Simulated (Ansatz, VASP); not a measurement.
One calculation of AlP, two programs

Contents of INCAR:

```
SYSTEM = AlP
PREC = Accurate
ENCUT = 500
EDIFF = 1E-7
ISMEAR = 0
SIGMA = 0.02
LREAL = .FALSE.
LASPH = .TRUE.
NELM = 120
ALGO = Normal
ISIF = 3
LWAVE = .FALSE.
LCHARG = .FALSE.
GGA = PE
IBRION = 2
NSW = 100
EDIFFG = -0.01
GGA_COMPAT = .FALSE.
NELMIN = 4
```

Contents of KPOINTS:

```
regular mesh
0
G
  8 8 8
  0 0 0
```

File POSCAR:

```
AlP
1.0
    0.0000000000      2.7364838100      2.7364838100
    2.7364838100      0.0000000000      2.7364838100
    2.7364838100      2.7364838100      0.0000000000
Al P
1 1
Direct
    0.0000000000      0.0000000000      0.0000000000
    0.7500000000      0.7500000000      0.7500000000
```

Input for Ansatz:

```yaml
crystal:
  lattice:
    - [0.0, 2.73648381, 2.73648381]
    - [2.73648381, 0.0, 2.73648381]
    - [2.73648381, 2.73648381, 0.0]
  atoms:
    - { symbol: Al, position: [0.0, 0.0, 0.0] }
    - { symbol: P, position: [0.75, 0.75, 0.75] }
basis:
  ecutwfc: 420
kpoints:
  mp_grid: { grid: [8, 8, 8] }
hamiltonian:
  xc: pbe
scf:
  occupations: { method: gaussian, width: 0.02 }
output:
  forces: true
  stress: true
  eigenvalues: true
relax:
  adjacent_minimum: "off"
  f_tol: 0.01
  max_steps: 80
  cell: { stress_tol: 0.05 }
```

Alike in both runs: task relaxation of cell and atoms; functional PBE; k mesh 8 × 8 × 8; occupations gaussian, width 0.02 eV; no spin polarisation.

|  | VASP | Ansatz |
| --- | --- | --- |
| version | VASP 6.6.1 | Ansatz 0.2.0 |
| potentials or method | VASP PAW PBE potentials, release 64 (Al, P), cutoff 500 eV | scalar-relativistic, plane waves, PAW |
| valence electrons in the cell | 8 | 8 |

VASP gave:

| Item | Value |
| --- | --- |
| gap on the k mesh at the Fermi level, each at its own relaxed structure (eV) | 1.63 |
| relaxed volume (Å³/atom) | 20.86 |
| relaxed length of the cell vector where the two differ most in proportion (Å) | 3.893 |

Task: Which values does Ansatz return?

Result: gap on the k mesh at the Fermi level, each at its own relaxed structure (eV): 1.63; relaxed volume (Å³/atom): 20.88; relaxed length of the cell vector where the two differ most in proportion (Å): 3.894.
